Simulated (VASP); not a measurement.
Set up this calculation in VASP 6.6.1, as the native input.

| Item | Value |
| --- | --- |
| Task | single point |
| Functional | PBE |
| Dispersion | D3(BJ) |
| Potentials or basis | VASP PAW PBE potentials, release 64 (B, F, C, H) |
| Cutoff | 520 eV |
| k mesh | 1 × 1 × 1 |
| Occupations | fermi-dirac, width 0.05 eV |
| Spin | no spin polarisation |
| Dipole correction | no |
| Further INCAR settings | LREAL = Auto; ALGO = Normal; EDIFF = 1e-06; NBANDS = 74 |

The structure of BH24C12F3 lies in POSCAR:

```
BH24C12F3
1.0
    8.5288520000      0.0000000000      0.0000000000
    0.0000000000      8.5288520000      0.0000000000
    0.0000000000      0.0000000000      8.5288520000
B F C H
1 3 12 24
Direct
    0.9876241257      0.7864598893      0.5934796383
    1.1329778029      0.7638542678      0.5482801202
    0.8831200260      0.9202997074      0.5445984993
    0.9305707263      0.7087823777      0.7181505788
    0.8760264570      0.7433943044      0.2278853004
    0.8049617932      0.6129898842      0.2844110790
    0.4770161330      0.3078960685      0.1359737512
    0.4664168167      0.4136195586      0.0246809301
    0.5583166410     -0.0778064856      0.8444864561
    0.5595243064     -0.0906569841      0.6722006666
    0.5325335696      0.3724651336      0.5163531974
    0.6028126646      0.2458713084      0.5820830283
    0.2617585579      0.6573803837      0.2137685119
    0.3242874891      0.7469938510      0.0997086126
    0.0530434811      0.2278735755      0.6438615654
    0.0798114447      0.1480504058      0.7707954130
    0.8255859053      0.7652260820      0.1141888733
    0.9829224379      0.8071778007      0.2699542682
    0.7245172035      0.5206562384      0.2652877550
    0.8552147464      0.5653281356      0.3977205842
    0.5595594812      0.2278032260      0.1814429421
    0.3667316539      0.3100300017      0.1996165486
    0.5568158528      0.4214517968     -0.0852283520
    0.3774364944      0.5050972862      0.0082777846
    0.4455582064     -0.1099561817      0.8888535057
    0.6779693211     -0.0529496819      0.9130537146
    0.4331767042     -0.1235336245      0.6627621162
    0.6136113043     -0.0537000759      0.5736645448
    0.5684586859      0.4745773523      0.4463203254
    0.4102662351      0.3882820337      0.5041944684
    0.7236612852      0.2630013981      0.6268956244
    0.5211604094      0.1448143314      0.6145023973
    0.1763543323      0.6820495889      0.3112845668
    0.3575393265      0.5606264477      0.2465161783
    0.2750546029      0.8598578097      0.0769857420
    0.4168087335      0.7157586977      0.0105172419
   -0.0554001875      0.1939651433      0.5790228275
    0.1426569484      0.2926888636      0.5606733474
    0.0130029223      0.0528207079      0.8214235632
    0.1887475595      0.1548039525      0.8165225519
```

These files were run (other wordings do the same):

INCAR

```
SYSTEM = BH24C12F3
ALGO = Normal
EDIFF = 1E-6
ENCUT = 520
GGA = PE
GGA_COMPAT = .FALSE.
ISIF = 2
ISMEAR = -1
IVDW = 12
LASPH = .TRUE.
LCHARG = .FALSE.
LREAL = Auto
LWAVE = .FALSE.
NBANDS = 74
NELM = 120
PREC = Accurate
SIGMA = 0.05
```

KPOINTS

```
k-points
0
G
  1 1 1
  0 0 0
```

Potentials or basis: VASP PAW PBE potentials, release 64 (B, F, C, H).

Command:

```sh
$ cat potpaw_PBE.64/B/POTCAR potpaw_PBE.64/F/POTCAR potpaw_PBE.64/C/POTCAR potpaw_PBE.64/H/POTCAR > POTCAR
$ mpirun -np 1 vasp_gam > vasp.out
```

Results of the run:

```yaml
Pressure: -1.3 GPa
Largest_force: 9.395 eV/Å
Band_gap_on_the_k_mesh: 4.10 eV
Dispersion_energy_per_atom: -0.034 eV
```

Caveat: the k points lie up to 0.74 Å⁻¹ apart.

Wall time 68 s on 1 thread of Intel(R) Xeon(R) Platinum 8559C (Emerald Rapids), with other jobs on the host, peak memory 0.53 GiB.
